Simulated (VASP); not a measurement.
# Pb (Fm-3m) in VASP: a series of runs

The runs below take Pb through single point, with PBE exchange alone, LDA.

All numbers are computed with VASP 6.6.1; they aren't measurements. Logs are shortened: lines on timing, memory, paths and dates and some standing lists are left out, and cuts for length are marked.

## (1) The cell of the first run

Symmetry: Fm-3m, No. 225, cubic system. The conventional cell has a = 5.015 Å, b = 5.015 Å, c = 5.015 Å, α = 90.00°, β = 90.00°, γ = 90.00°. Pb (site symmetry m-3m) has 12 Pb at 3.55 Å within 4.7 Å.

## (2) Single point, PBE exchange alone

Contents of INCAR:

```
  PREC = Accurate
  ENCUT = 520
  EDIFF = 1E-7
  ISMEAR = -1
  SIGMA = 0.05
  LREAL = F
  LASPH = T
  NELM = 100
  ALGO = Normal
  ISIF = 2
  LWAVE = F
  LCHARG = T
  GGA = PE
  ALDAC = 0.0
  AGGAC = 0.0
  LELF = T
  LVHAR = T
  NBANDS = 13
```

Contents of KPOINTS:

```
Automatic mesh
0
Gamma
  9 9 9
```

Contents of POSCAR:

```
Pb
1.0
    0.0000000000      2.5075897876      2.5075897876
    2.5075897876      0.0000000000      2.5075897876
    2.5075897876      2.5075897876      0.0000000000
Pb
1
Direct
    0.0000000000      0.0000000000      0.0000000000
```

Potentials or basis: VASP PAW PBE potentials, release 64 (Pb_d).

Command:

```
cat potpaw_PBE.64/Pb_d/POTCAR > POTCAR
mpirun -np 1 vasp_std > vasp.out
```

OUTCAR:

```text
PREC = Accurate
   ENCUT = 520
   EDIFF = 1E-7
   ISMEAR = -1
   LREAL = F
   LASPH = T
   NELM = 100
   ISIF = 2
   GGA = PE

 ion  position               nearest neighbor table
   1  0.000  0.000  0.000-

  LATTYP: Found a face centered cubic cell.
 ALAT       =     5.0151795752

  Lattice vectors:

 A1 = (   0.0000000000,   2.5075897876,   2.5075897876)
 A2 = (   2.5075897876,   0.0000000000,   2.5075897876)
 A3 = (   2.5075897876,   2.5075897876,   0.0000000000)

Analysis of symmetry for initial positions (statically):
[... 5 lines left out ...]
 face centered cubic supercell.

 Subroutine GETGRP returns: Found 48 space group operations
 (whereof 48 operations were pure point group operations)
 out of a pool of 48 trial point group operations.

The static configuration has the point symmetry O_h .

Analysis of symmetry for dynamics (positions and initial velocities):
[... 5 lines left out ...]
 face centered cubic supercell.

 Subroutine GETGRP returns: Found 48 space group operations
 (whereof 48 operations were pure point group operations)
 out of a pool of 48 trial point group operations.

The dynamic configuration has the point symmetry O_h .

 Subroutine INISYM returns: Found 48 space group operations
 (whereof 48 operations are pure point group operations),
 and found     1 'primitive' translations

----------------------------------------------------------------------------------------

                                     Primitive cell

  volume of cell :      31.5355

  direct lattice vectors                    reciprocal lattice vectors
     0.000000000  2.507589788  2.507589788    -0.199394655  0.199394655  0.199394655
     2.507589788  0.000000000  2.507589788     0.199394655 -0.199394655  0.199394655
     2.507589788  2.507589788  0.000000000     0.199394655  0.199394655 -0.199394655

  length of vectors
     3.546267486  3.546267486  3.546267486     0.345361673  0.345361673  0.345361673

  position of ions in fractional coordinates (direct lattice)
     0.000000000  0.000000000  0.000000000

  ion indices of the primitive-cell ions
   primitive index   ion index
                 1           1

----------------------------------------------------------------------------------------

 KPOINTS: Automatic mesh

Automatic generation of k-mesh.
 Grid dimensions read from file:
 generate k-points for:    9    9    9

 Generating k-lattice:

  Cartesian coordinates                     Fractional coordinates (reciprocal lattice)
    -0.022154962  0.022154962  0.022154962     0.111111111  0.000000000  0.000000000
     0.022154962 -0.022154962  0.022154962     0.000000000  0.111111111  0.000000000
     0.022154962  0.022154962 -0.022154962     0.000000000  0.000000000  0.111111111

  Length of vectors
     0.038373519  0.038373519  0.038373519

  Shift w.r.t. Gamma in fractional coordinates (k-lattice)
     0.000000000  0.000000000  0.000000000

 Subroutine IBZKPT returns following result:
 ===========================================

 Found     35 irreducible k-points:

 Following reciprocal coordinates:
            Coordinates               Weight
  0.000000  0.000000  0.000000      1.000000
  0.111111  0.000000  0.000000      8.000000
  0.222222  0.000000  0.000000      8.000000
  0.333333  0.000000  0.000000      8.000000
  0.444444  0.000000  0.000000      8.000000
  0.111111  0.111111  0.000000      6.000000
[... 16 lines left out ...]
 -0.333333  0.333333  0.000000     12.000000
  0.444444  0.444444  0.000000      6.000000
 [... further k-points ...]
   k-points           NKPTS =     35   k-points in BZ     NKDIM =     35   number of bands    NBANDS=     13
   number of dos      NEDOS =    301   number of ions     NIONS =      1
   total plane-waves  NPLWV =  21952
   dimension x,y,z NGX =    28 NGY =   28 NGZ =   28
   dimension x,y,z NGXF=    56 NGYF=   56 NGZF=   56
   ions per type =               1
   NGX,Y,Z   is equivalent  to a cutoff of  13.13, 13.13, 13.13 a.u.
   NGXF,Y,Z  is equivalent  to a cutoff of  26.25, 26.25, 26.25 a.u.
 SYSTEM =  unknown system
   PREC   = accura    normal or accurate (medium, high low for compatibility)
   ISTART =      0    job   : 0-new  1-cont  2-samecut
   ICHARG =      2    charge: 1-file 2-atom 10-const
   ISPIN  =      1    spin polarized calculation?
   LNONCOLLINEAR =      F non collinear calculations
   LSORBIT =      F    spin-orbit coupling
   LASPH  =      T    aspherical Exc in radial PAW
   ENCUT  =  520.0 eV  38.22 Ry    6.18 a.u.   6.59  6.59  6.59*2*pi/ulx,y,z
   NELM   =    100;   NELMIN=  2; NELMDL= -5     # of ELM steps
   EDIFF  = 0.1E-06   stopping-criterion for ELM
   LREAL  =      F    real-space projection
   EDIFFG = 0.1E-05   stopping-criterion for IOM
   NSW    =      0    number of steps for IOM
   IBRION =     -1    ionic relax: 0-MD 1-quasi-New 2-CG
   NFREE  =      0    steps in history (QN), initial steepest desc. (CG)
   ISIF   =      2    stress and relaxation
   ISYM   =      2    0-nonsym 1-usesym 2-fastsym
   POTIM  = 0.5000    time-step for ionic-motion
   TEBEG  =    0.0;   TEEND  =   0.0 temperature during run
   PSTRESS=    0.0 pullay stress
   NELECT =      14.0000    total number of electrons
   NUPDOWN=      -1.0000    fix difference up-down
   EMIN   =  10.00;   EMAX   =-10.00  energy-range for DOS
   EFERMI =   0.00;   METHOD = LEGACY
   ISMEAR =    -1;   SIGMA  =   0.05  broadening in eV -4-tet -1-fermi 0-gaus
   EFERMI_NEDOS =   21; number of points for ismear=-14 and -15
   IALGO  =     38    algorithm
   IMIX   =      4    mixing-type and parameters
     AMIX     =   0.40;   BMIX     =  1.00
     AMIX_MAG =   1.60;   BMIX_MAG =  1.00
  volume/ion in A,a.u.               =      31.54       212.81
  Fermi-wavevector in a.u.,A,eV,Ry     =   1.248871  2.360025 21.220728  1.559680
  Thomas-Fermi vector in A             =   2.382938
   LORBIT       =      0    0 simple, 1 ext, 2 COOP (PROOUT), +10 PAW based schemes
   GGA     = PE    functional components
   LHFCALC =     F    Hartree Fock is set to
   AEXX    =    0.0000 exact exchange contribution
   IVDW    =     0    specifies the selected vdW correction
   LEPSILON=     F    determine dielectric tensor
   LRPA    =     F    only Hartree local field effects (RPA)
 non-spin polarized calculation
  energy-cutoff  :      520.00
  volume of cell :       31.54
 maximum number of plane-waves:       869
   NGX = 13   NGY = 13   NGZ = 13

 number of electron      14.0000002 magnetization

 Free energy of the ion-electron system (eV)
  ---------------------------------------------------
  ext. energy  EPLUGINS =         0.00000000
  ---------------------------------------------------
  free energy    TOTEN  =        -2.14967347 eV

  energy without entropy =       -2.14630734  energy(sigma->0) =       -2.14799040

 E-fermi :   8.2598     XC(G=0):  -8.3733

 val. band max:        8.2321146068   @ k =   0.3333   0.3333   0.0000
 cond. band min:       8.2932231593   @ k =  -0.2222   0.3333   0.1111
 fundamental gap:      0.0611085525
 Fermi energy:         8.2598362347

 k-point     1 :       0.0000    0.0000    0.0000
  band No.  band energies     occupation
      1      -8.5315      2.00000
      2      -8.5315      2.00000
      3      -8.5315      2.00000
      4      -8.4048      2.00000
      5      -8.4048      2.00000
      6      -3.1522      2.00000
      7      15.3224      0.00000
      8      15.3224      0.00000
      9      15.3224      0.00000
     10      18.3588      0.00000
     11      19.6053      0.00000
     12      20.6988      0.00000
     13      20.6988      0.00000

 k-point     2 :       0.1111    0.0000    0.0000
  band No.  band energies     occupation
      1      -8.5316      2.00000
      2      -8.5166      2.00000
      3      -8.5166      2.00000
      4      -8.4048      2.00000
      5      -8.4048      2.00000
      6      -2.9260      2.00000
      7      13.1529      0.00000
      8      15.0634      0.00000
      9      15.0634      0.00000
     10      17.8899      0.00000
     11      20.5830      0.00000
     12      21.1526      0.00000
     13      21.1526      0.00000

 k-point     3 :       0.2222    0.0000    0.0000
  band No.  band energies     occupation
      1      -8.5348      2.00000
      2      -8.4989      2.00000
      3      -8.4989      2.00000
      4      -8.3837      2.00000
      5      -8.3837      2.00000
      6      -2.2525      2.00000
      7       9.8635      0.00000
      8      14.5033      0.00000
      9      14.5033      0.00000
     10      17.4949      0.00000
     11      20.2887      0.00000
     12      20.8586      0.00000
     13      20.8586      0.00000

 k-point     4 :       0.3333    0.0000    0.0000
  band No.  band energies     occupation
      1      -8.5432      2.00000
      2      -8.5074      2.00000
      3      -8.5074      2.00000
      4      -8.3299      2.00000
      5      -8.3299      2.00000
      6      -1.1858      2.00000
      7       6.9022      2.00000
      8      13.9624      0.00000
      9      13.9624      0.00000
     10      17.3860      0.00000
     11      19.0107      0.00000
     12      20.0051      0.00000
     13      20.0051      0.00000

 k-point     5 :       0.4444    0.0000    0.0000
  band No.  band energies     occupation
      1      -8.5510      2.00000
      2      -8.5194      2.00000
      3      -8.5194      2.00000
      4      -8.2876      2.00000
      5      -8.2876      2.00000
      6      -0.0469      2.00000
      7       4.7909      2.00000
      8      13.6425      0.00000
      9      13.6425      0.00000
     10      17.5747      0.00000
     11      18.1264      0.00000
     12      19.5653      0.00000
     13      19.5653      0.00000
[... 257 lines left out ...]
 k-point    22 :      -0.4444    0.3333    0.0000
  band No.  band energies     occupation
      1      -8.6115      2.00000
      2      -8.5182      2.00000
      3      -8.3494      2.00000
      4      -8.3292      2.00000
      5      -8.2760      2.00000
      6       1.2072      2.00000
      7       6.0760      2.00000
      8       8.0210      1.98330
      9      11.1044      0.00000
     10      14.9628      0.00000
     11      18.9320      0.00000
     12      24.2676      0.00000
     13      24.3924      0.00000

 k-point    23 :      -0.3333    0.3333    0.0000
  band No.  band energies     occupation
      1      -8.5788      2.00000
      2      -8.4347      2.00000
      3      -8.3927      2.00000
      4      -8.3744      2.00000
      5      -8.3162      2.00000
      6       1.0719      2.00000
      7       6.7011      2.00000
      8       6.9461      2.00000
      9      11.8376      0.00000
     10      15.4477      0.00000
     11      21.9622      0.00000
     12      23.5868      0.00000
     13      23.6053      0.00000

 k-point    24 :       0.4444    0.4444    0.0000
  band No.  band energies     occupation
      1      -8.6724      2.00000
      2      -8.5874      2.00000
      3      -8.2953      2.00000
      4      -8.2593      2.00000
      5      -8.2593      2.00000
      6       1.1042      2.00000
      7       5.7748      2.00000
      8      10.4184      0.00000
      9      10.4184      0.00000
     10      14.0676      0.00000
     11      15.1949      0.00000
     12      26.3910      0.00000
     13      27.9293      0.00000

 [... further k-points ...]
[... 5 lines left out ...]
  --------------------------------------------------------------------------------------
  -------------------------------------------------------------------------------------
  Total        1.7713526      1.7713526      1.7713526     -0.0000000      0.0000000      0.0000000
  in kB       89.9945313     89.9945313     89.9945313     -0.0000000      0.0000000      0.0000000
  external PRESSURE =      89.9945313 kB  Pullay stress =       0.0000000 kB

 VOLUME and BASIS-vectors are now :
 -----------------------------------------------------------------------------
  energy-cutoff  :      520.00
  volume of cell :       31.54
      direct lattice vectors                 reciprocal lattice vectors
     0.000000000  2.507589788  2.507589788    -0.199394655  0.199394655  0.199394655
     2.507589788  0.000000000  2.507589788     0.199394655 -0.199394655  0.199394655
     2.507589788  2.507589788  0.000000000     0.199394655  0.199394655 -0.199394655

 POSITION                                       TOTAL-FORCE (eV/Angst)
 -----------------------------------------------------------------------------------
      0.00000      0.00000      0.00000        -0.000000      0.000000     -0.000000
 -----------------------------------------------------------------------------------
    total drift:                               -0.000000     -0.000000     -0.000000

  FREE ENERGIE OF THE ION-ELECTRON SYSTEM (eV)
  ---------------------------------------------------
  free  energy   TOTEN  =        -2.1496734680 eV

  energy  without entropy=       -2.1463073398  energy(sigma->0) =       -2.14799040
```

Run time: 26 s. Hardware: 1 thread of Intel Xeon 8259CL, shared host; peak memory 0.16 GiB.

Results:

| Item | Value |
| --- | --- |
| Free energy | -2.1497 eV |
| Pressure | 9.0 GPa |
| Band gap on the k mesh | zero (band 7 reaches 15.32 eV, above the bottom of band 8 at 6.95 eV) |

Levels at points of the mesh, in eV from the Fermi level:
| k point | band 4 | band 5 | band 6 | band 7 | band 8 | band 9 | band 10 | band 11 |
| --- | --- | --- | --- | --- | --- | --- | --- | --- |
| (0.00, 0.00, 0.00) | -16.66 | -16.66 | -11.41 | 7.06 | 7.06 | 7.06 | 10.10 | 11.35 |

Caveat: spin-orbit coupling is left out, which moves the levels of the heavy elements.

(Continued in part 2 of 2.)
